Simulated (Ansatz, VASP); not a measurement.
GaAs in VASP and in Ansatz

INCAR

```
SYSTEM = GaAs
ALGO     = Normal         ! electronic algorithm
EDIFF    = 1E-6           ! SCF threshold, eV
ENCUT    = 520            ! plane-wave cutoff, eV
ISIF     = 2              ! what is computed and relaxed
ISMEAR   = 0              ! smearing method
LASPH    = .True.         ! aspherical terms in the spheres
LCHARG   = .True.         ! write CHGCAR
LELF     = .True.         ! ELF
LREAL    = .False.        ! projectors in reciprocal space
LVHAR    = .True.       
LWAVE    = .False.        ! write WAVECAR
NBANDS   = 16             ! bands
NELM     = 80             ! most SCF steps
PREC     = Accurate       ! precision mode
SIGMA    = 0.03           ! smearing width, eV
```

Contents of KPOINTS:

```
k-points
0
Gamma
  10 10 10
  0 0 0
```

Contents of POSCAR:

```
GaAs
1.0
    0.0000000000      2.8268500000      2.8268500000
    2.8268500000      0.0000000000      2.8268500000
    2.8268500000      2.8268500000      0.0000000000
Ga As
1 1
Direct
    0.0000000000      0.0000000000      0.0000000000
    0.7500000000      0.7500000000      0.7500000000
```

Input for Ansatz:

```yaml
crystal:
  lattice:
    - [0.0, 2.82685, 2.82685]
    - [2.82685, 0.0, 2.82685]
    - [2.82685, 2.82685, 0.0]
  atoms:
    - { symbol: Ga, position: [0.0, 0.0, 0.0] }
    - { symbol: As, position: [0.75, 0.75, 0.75] }
basis:
  ecutwfc: 420
kpoints:
  mp_grid: { grid: [10, 10, 10] }
hamiltonian:
  xc: lda
scf:
  occupations: { method: gaussian, width: 0.03 }
output:
  forces: true
  stress: true
  eigenvalues: true
```

Alike in both runs: task single point; functional LDA; k mesh 10 × 10 × 10; occupations gaussian, width 0.03 eV; no spin polarisation.

```csv
,VASP,Ansatz
version,VASP 6.6.1,Ansatz 0.2.0
potentials or method,"VASP PAW LDA potentials, release 64 (Ga_d, As), cutoff 520 eV","scalar-relativistic, plane waves, PAW"
valence electrons in the cell,18,28
```

Ansatz gave:

* gap on the k mesh at the Fermi level (eV): 0.28
* least direct gap on the mesh (eV): 0.28
* pressure (GPa): -1.9

Which values does VASP return?

gap on the k mesh at the Fermi level (eV): 0.33; least direct gap on the mesh (eV): 0.33; pressure (GPa): -1.6.

LDA's correlation is that of Perdew and Zunger in VASP and of Perdew and Wang (1992) in Ansatz. VASP's potentials hold 18 valence electrons a cell and Ansatz's 28, so a difference there can come from the potentials and not from the codes.
